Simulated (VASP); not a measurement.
# InBi (F-43m) in VASP: a series of runs

The runs below take InBi through single point, with LDA.

All numbers are computed with VASP 6.6.1; they aren't measurements. Logs are shortened: lines on timing, memory, paths and dates and some standing lists are left out, and cuts for length are marked.

### Step 1. The cell of the first run

The structure is cubic, space group F-43m (No. 216). Conventional cell: a = 6.582 Å, b = 6.582 Å, c = 6.582 Å, α = 90.00°, β = 90.00°, γ = 90.00°. Within 3.8 Å of In (site symmetry -43m) lie 4 Bi at 2.85 Å. Bi (site symmetry -43m) has 4 In at 2.85 Å within 3.8 Å.

### Step 2. Single point, LDA

Input file INCAR:

```
ALGO = Normal
EDIFF = 1E-7
ENCUT = 520
GGA = CA
ISIF = 2
ISMEAR = -1
LASPH = True
LCHARG = False
LREAL = False
LWAVE = False
NBANDS = 21
NELM = 80
PREC = Accurate
SIGMA = 0.3
```

Input file KPOINTS:

```
k-points
0
Gamma
  6 6 6
```

Input file POSCAR:

```
InBi
1.0
    0.0000000000      3.2907912519      3.2907912519
    3.2907912519      0.0000000000      3.2907912519
    3.2907912519      3.2907912519      0.0000000000
In Bi
1 1
Direct
    0.0000000000      0.0000000000      0.0000000000
    0.2500000000      0.2500000000      0.2500000000
```

Potentials or basis: VASP PAW LDA potentials, release 64 (In_d, Bi_d).

Run with:

```sh
$ cat potpaw_LDA.64/In_d/POTCAR potpaw_LDA.64/Bi_d/POTCAR > POTCAR
$ mpirun -np 1 vasp_std > vasp.out
```

OUTCAR:

```text
EDIFF = 1E-7
   ENCUT = 520
   GGA = CA
   ISIF = 2
   ISMEAR = -1
   LASPH = True
   LREAL = False
   NELM = 80
   PREC = Accurate

 ion  position               nearest neighbor table
   1  0.000  0.000  0.000-   2 2.85   2 2.85   2 2.85   2 2.85
   2  0.250  0.250  0.250-   1 2.85   1 2.85   1 2.85   1 2.85

  LATTYP: Found a face centered cubic cell.
 ALAT       =     6.5815825038

  Lattice vectors:

 A1 = (   0.0000000000,   3.2907912519,   3.2907912519)
 A2 = (   3.2907912519,   0.0000000000,   3.2907912519)
 A3 = (   3.2907912519,   3.2907912519,   0.0000000000)

Analysis of symmetry for initial positions (statically):
=====================================================================
 Subroutine PRICEL returns:
 Original cell was already a primitive cell.

 Routine SETGRP: Setting up the symmetry group for a
 face centered cubic supercell.

 Subroutine GETGRP returns: Found 24 space group operations
 (whereof 24 operations were pure point group operations)
 out of a pool of 48 trial point group operations.

The static configuration has the point symmetry T_d .

Analysis of symmetry for dynamics (positions and initial velocities):
=====================================================================
 Subroutine PRICEL returns:
 Original cell was already a primitive cell.

 Routine SETGRP: Setting up the symmetry group for a
 face centered cubic supercell.

 Subroutine GETGRP returns: Found 24 space group operations
 (whereof 24 operations were pure point group operations)
 out of a pool of 48 trial point group operations.

The dynamic configuration has the point symmetry T_d .

 Subroutine INISYM returns: Found 24 space group operations
 (whereof 24 operations are pure point group operations),
 and found     1 'primitive' translations

----------------------------------------------------------------------------------------

                                     Primitive cell

  volume of cell :      71.2740

  direct lattice vectors                    reciprocal lattice vectors
     0.000000000  3.290791252  3.290791252    -0.151939142  0.151939142  0.151939142
     3.290791252  0.000000000  3.290791252     0.151939142 -0.151939142  0.151939142
     3.290791252  3.290791252  0.000000000     0.151939142  0.151939142 -0.151939142

  length of vectors
     4.653881619  4.653881619  4.653881619     0.263166314  0.263166314  0.263166314

  position of ions in fractional coordinates (direct lattice)
     0.000000000  0.000000000  0.000000000
     0.250000000  0.250000000  0.250000000

  ion indices of the primitive-cell ions
   primitive index   ion index
                 1           1
                 2           2

----------------------------------------------------------------------------------------

 KPOINTS: k-points

Automatic generation of k-mesh.
 Grid dimensions read from file:
 generate k-points for:    6    6    6

 Generating k-lattice:

  Cartesian coordinates                     Fractional coordinates (reciprocal lattice)
    -0.025323190  0.025323190  0.025323190     0.166666667  0.000000000  0.000000000
     0.025323190 -0.025323190  0.025323190     0.000000000  0.166666667  0.000000000
     0.025323190  0.025323190 -0.025323190     0.000000000  0.000000000  0.166666667

  Length of vectors
     0.043861052  0.043861052  0.043861052

  Shift w.r.t. Gamma in fractional coordinates (k-lattice)
     0.000000000  0.000000000  0.000000000

 Subroutine IBZKPT returns following result:
 ===========================================

 Found     16 irreducible k-points:

 Following reciprocal coordinates:
            Coordinates               Weight
  0.000000  0.000000  0.000000      1.000000
  0.166667  0.000000  0.000000      8.000000
  0.333333  0.000000  0.000000      8.000000
  0.500000  0.000000  0.000000      4.000000
  0.166667  0.166667  0.000000      6.000000
  0.333333  0.166667  0.000000     24.000000
[... 8 lines left out ...]
 -0.333333  0.333333  0.166667     24.000000
 -0.333333  0.500000  0.166667     12.000000
   k-points           NKPTS =     16   k-points in BZ     NKDIM =     16   number of bands    NBANDS=     21
   number of dos      NEDOS =    301   number of ions     NIONS =      2
   total plane-waves  NPLWV =  46656
   dimension x,y,z NGX =    36 NGY =   36 NGZ =   36
   dimension x,y,z NGXF=    72 NGYF=   72 NGZF=   72
   ions per type =               1   1
   NGX,Y,Z   is equivalent  to a cutoff of  12.86, 12.86, 12.86 a.u.
   NGXF,Y,Z  is equivalent  to a cutoff of  25.72, 25.72, 25.72 a.u.
 SYSTEM =  unknown system
   PREC   = accura    normal or accurate (medium, high low for compatibility)
   ISTART =      0    job   : 0-new  1-cont  2-samecut
   ICHARG =      2    charge: 1-file 2-atom 10-const
   ISPIN  =      1    spin polarized calculation?
   LNONCOLLINEAR =      F non collinear calculations
   LSORBIT =      F    spin-orbit coupling
   LASPH  =      T    aspherical Exc in radial PAW
   ENCUT  =  520.0 eV  38.22 Ry    6.18 a.u.   8.65  8.65  8.65*2*pi/ulx,y,z
   NELM   =     80;   NELMIN=  2; NELMDL= -5     # of ELM steps
   EDIFF  = 0.1E-06   stopping-criterion for ELM
   LREAL  =      F    real-space projection
   EDIFFG = 0.1E-05   stopping-criterion for IOM
   NSW    =      0    number of steps for IOM
   IBRION =     -1    ionic relax: 0-MD 1-quasi-New 2-CG
   NFREE  =      0    steps in history (QN), initial steepest desc. (CG)
   ISIF   =      2    stress and relaxation
   ISYM   =      2    0-nonsym 1-usesym 2-fastsym
   POTIM  = 0.5000    time-step for ionic-motion
   TEBEG  =    0.0;   TEEND  =   0.0 temperature during run
   PSTRESS=    0.0 pullay stress
   NELECT =      28.0000    total number of electrons
   NUPDOWN=      -1.0000    fix difference up-down
   EMIN   =  10.00;   EMAX   =-10.00  energy-range for DOS
   EFERMI =   0.00;   METHOD = LEGACY
   ISMEAR =    -1;   SIGMA  =   0.30  broadening in eV -4-tet -1-fermi 0-gaus
   EFERMI_NEDOS =   21; number of points for ismear=-14 and -15
   IALGO  =     38    algorithm
   IMIX   =      4    mixing-type and parameters
     AMIX     =   0.40;   BMIX     =  1.00
     AMIX_MAG =   1.60;   BMIX_MAG =  1.00
  volume/ion in A,a.u.               =      35.64       240.49
  Fermi-wavevector in a.u.,A,eV,Ry     =   1.198994  2.265771 19.559568  1.437588
  Thomas-Fermi vector in A             =   2.334869
   LORBIT       =      0    0 simple, 1 ext, 2 COOP (PROOUT), +10 PAW based schemes
   GGA     = CA    functional components
   LHFCALC =     F    Hartree Fock is set to
   AEXX    =    0.0000 exact exchange contribution
   IVDW    =     0    specifies the selected vdW correction
   LEPSILON=     F    determine dielectric tensor
   LRPA    =     F    only Hartree local field effects (RPA)
 non-spin polarized calculation
  energy-cutoff  :      520.00
  volume of cell :       71.27
 maximum number of plane-waves:      1936
 NGX is ok and might be reduce to    36
   NGX = 17   NGY = 17   NGZ = 17

 number of electron      28.0000000 magnetization

 Free energy of the ion-electron system (eV)
  ---------------------------------------------------
  ext. energy  EPLUGINS =         0.00000000
  ---------------------------------------------------
  free energy    TOTEN  =        -7.72608251 eV

  energy without entropy =       -7.57570546  energy(sigma->0) =       -7.65089399

 E-fermi :   5.0604     XC(G=0):  -9.1594

 val. band max:        4.9194022455   @ k =   0.5000   0.0000   0.0000
 cond. band min:       5.0891770558   @ k =   0.3333   0.0000   0.0000
 fundamental gap:      0.1697748103
 Fermi energy:         5.0603751507

 k-point     1 :       0.0000    0.0000    0.0000
  band No.  band energies     occupation
      1     -17.5070      2.00000
      2     -17.5070      2.00000
      3     -17.5070      2.00000
      4     -17.4690      2.00000
      5     -17.4690      2.00000
      6      -9.6513      2.00000
[... 13 lines left out ...]
     20      13.3401      0.00000
     21      13.3401      0.00000

 k-point     2 :       0.1667    0.0000    0.0000
  band No.  band energies     occupation
      1     -17.5071      2.00000
      2     -17.5063      2.00000
      3     -17.5063      2.00000
      4     -17.4683      2.00000
      5     -17.4683      2.00000
      6      -9.6765      2.00000
[... 13 lines left out ...]
     20      12.3508      0.00000
     21      12.3508      0.00000

 k-point     3 :       0.3333    0.0000    0.0000
  band No.  band energies     occupation
      1     -17.5071      2.00000
      2     -17.5048      2.00000
      3     -17.5048      2.00000
      4     -17.4670      2.00000
      5     -17.4670      2.00000
      6      -9.7231      2.00000
[... 13 lines left out ...]
     20      12.7416      0.00000
     21      12.7416      0.00000

 k-point     4 :       0.5000    0.0000    0.0000
  band No.  band energies     occupation
      1     -17.5072      2.00000
      2     -17.5041      2.00000
      3     -17.5041      2.00000
      4     -17.4664      2.00000
      5     -17.4664      2.00000
      6      -9.7448      2.00000
[... 13 lines left out ...]
     20      13.9626      0.00000
     21      13.9631      0.00000

 k-point     5 :       0.1667    0.1667    0.0000
  band No.  band energies     occupation
      1     -17.5085      2.00000
      2     -17.5053      2.00000
      3     -17.5053      2.00000
      4     -17.4693      2.00000
      5     -17.4670      2.00000
      6      -9.6904      2.00000
[... 13 lines left out ...]
     20      11.8078      0.00000
     21      13.9380      0.00000
[... 190 lines left out ...]
     20      14.5534      0.00000
     21      15.8428      0.00000

 k-point    14 :       0.5000    0.3333    0.1667
  band No.  band energies     occupation
      1     -17.5086      2.00000
      2     -17.5038      2.00000
      3     -17.5022      2.00000
      4     -17.4684      2.00000
      5     -17.4642      2.00000
      6      -9.7577      2.00000
[... 13 lines left out ...]
     20      13.4750      0.00000
     21      14.8696      0.00000

 k-point    15 :      -0.3333    0.3333    0.1667
  band No.  band energies     occupation
      1     -17.5068      2.00000
      2     -17.5053      2.00000
      3     -17.5014      2.00000
      4     -17.4677      2.00000
      5     -17.4642      2.00000
      6      -9.7705      2.00000
[... 13 lines left out ...]
     20      14.3662      0.00000
     21      14.7406      0.00000

 k-point    16 :      -0.3333    0.5000    0.1667
  band No.  band energies     occupation
      1     -17.5095      2.00000
      2     -17.5032      2.00000
      3     -17.5003      2.00000
      4     -17.4689      2.00000
      5     -17.4627      2.00000
      6      -9.7804      2.00000
[... 13 lines left out ...]
     20      14.8764      0.00000
     21      15.1872      0.00000

------------------------ aborting loop because EDIFF is reached ----------------------------------------

  FORCE on cell =-STRESS in cart. coord.  units (eV):
  Direction    XX          YY          ZZ          XY          YZ          ZX
  --------------------------------------------------------------------------------------
  -------------------------------------------------------------------------------------
  Total        0.7491159      0.7491159      0.7491159      0.0000000      0.0000000     -0.0000000
  in kB       16.8394766     16.8394766     16.8394766      0.0000000      0.0000000     -0.0000000
  external PRESSURE =      16.8394766 kB  Pullay stress =       0.0000000 kB

 VOLUME and BASIS-vectors are now :
 -----------------------------------------------------------------------------
  energy-cutoff  :      520.00
  volume of cell :       71.27
      direct lattice vectors                 reciprocal lattice vectors
     0.000000000  3.290791252  3.290791252    -0.151939142  0.151939142  0.151939142
     3.290791252  0.000000000  3.290791252     0.151939142 -0.151939142  0.151939142
     3.290791252  3.290791252  0.000000000     0.151939142  0.151939142 -0.151939142

 POSITION                                       TOTAL-FORCE (eV/Angst)
 -----------------------------------------------------------------------------------
      0.00000      0.00000      0.00000        -0.000000     -0.000000     -0.000000
      1.64540      1.64540      1.64540         0.000000      0.000000      0.000000
 -----------------------------------------------------------------------------------
    total drift:                                0.000000      0.000000      0.000000

  FREE ENERGIE OF THE ION-ELECTRON SYSTEM (eV)
  ---------------------------------------------------
  free  energy   TOTEN  =        -7.7260825087 eV

  energy  without entropy=       -7.5757054616  energy(sigma->0) =       -7.65089399
```

Run time: 71 s. Hardware: 1 thread of AMD EPYC 7R13, shared host; peak memory 0.15 GiB.

What came out:

- Free energy: -7.7261 eV
- Pressure: 1.7 GPa
- Band gap on the k mesh: zero (band 14 reaches 5.09 eV, above the bottom of band 15 at 4.92 eV)

Levels at points of the mesh, in eV from the Fermi level:
```tsv
k point	band 10	band 11	band 12	band 13	band 14	band 15	band 16	band 17	band 18	band 19
(0.00, 0.00, 0.00)	-14.63	-12.01	-1.64	0.03	0.03	0.03	2.86	2.86	2.86	4.93
(0.50, 0.00, 0.00)	-14.63	-10.92	-5.85	-1.03	-1.03	-0.14	3.76	3.76	5.59	8.05
(0.50, 0.50, 0.00)	-14.63	-10.51	-6.07	-2.32	-2.32	0.97	1.19	7.92	7.92	8.70
```

Caveat: spin-orbit coupling is left out, which moves the levels of the heavy elements.

[end of part 1 of 2]
